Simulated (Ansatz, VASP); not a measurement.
# TaN: VASP beside Ansatz

The input POSCAR:

```
TaN
1.0
    5.2593104652      0.0000000000      0.0000000000
   -2.6296552326      4.5546965999      0.0000000000
    0.0000000000      0.0000000000      2.9462675463
Ta N
3 3
Direct
    0.0000000000      0.0000000000      0.0000000000
    0.3333333333      0.6666666667      0.5000000000
    0.6666666667      0.3333333333      0.5000000000
    0.5000000000      0.0000000000      0.0000000000
    0.5000000000      0.5000000000      0.0000000000
    0.0000000000      0.5000000000      0.0000000000
```

File INCAR.step1:

```
SYSTEM = TaN
PREC = Accurate
ENCUT = 660
ISMEAR = 0
SIGMA = 0.1
LREAL = .FALSE.
LASPH = .TRUE.
NELM = 120
NBANDS = 36
GGA = PE
ALGO = Normal
EDIFF = 1E-5
LWAVE = .TRUE.
LCHARG = .FALSE.
GGA_COMPAT = .FALSE.
```

File INCAR.step2:

```
SYSTEM = TaN
PREC = Accurate
ENCUT = 660
EDIFF = 1E-6
ISMEAR = 0
SIGMA = 0.1
LREAL = .FALSE.
LASPH = .TRUE.
NELM = 120
ALGO = Normal
ISIF = 2
LWAVE = .FALSE.
LCHARG = .FALSE.
METAGGA = R2SCAN
LMIXTAU = .TRUE.
NBANDS = 36
ISTART = 1
GGA_COMPAT = .FALSE.
```

KPOINTS

```
regular mesh
0
G
  5 5 8
  0 0 0
```

Input for Ansatz:

```yaml
crystal:
  lattice:
    - [5.25931046523054, 0.0, 0.0]
    - [-2.62965523261527, 4.554696599930952, 0.0]
    - [0.0, 0.0, 2.946267546309075]
  atoms:
    - { symbol: Ta, position: [0.0, 0.0, 0.0] }
    - { symbol: Ta, position: [0.3333333333333333, 0.6666666666666666, 0.5] }
    - { symbol: Ta, position: [0.6666666666666666, 0.3333333333333333, 0.5] }
    - { symbol: "N", position: [0.5, 0.0, 0.0] }
    - { symbol: "N", position: [0.5, 0.5, 0.0] }
    - { symbol: "N", position: [0.0, 0.5, 0.0] }
basis:
  ecutwfc: 600.0
kpoints:
  mp_grid:
    grid: [5, 5, 8]
hamiltonian:
  xc: r2scan
scf:
  occupations:
    method: gaussian
    width: 0.1
output:
  stress: true
```

Alike in both runs: task single point; functional r2SCAN; k mesh 5 × 5 × 8; occupations gaussian, width 0.1 eV; no spin polarisation.

|  | VASP | Ansatz |
| --- | --- | --- |
| version | VASP 6.6.1 | Ansatz 0.2.0 |
| potentials or method | VASP PAW PBE potentials, release 64 (Ta_sv_GW, N), cutoff 660 eV | plane waves, PAW |
| valence electrons in the cell | 54 | 54 |

|  | VASP | Ansatz | Ansatz less VASP |
| --- | --- | --- | --- |
| pressure (GPa) | -7.4 | -7.5 | -0.08 |
| traceless stress, the component that is largest in VASP (GPa) | -3.86 | -3.91 | -0.050 |

VASP's potentials were made for PBE, not for r2SCAN. The functional is the same, so the differences come from potentials, cutoffs and numerics.

Neither program's run includes spin-orbit coupling.
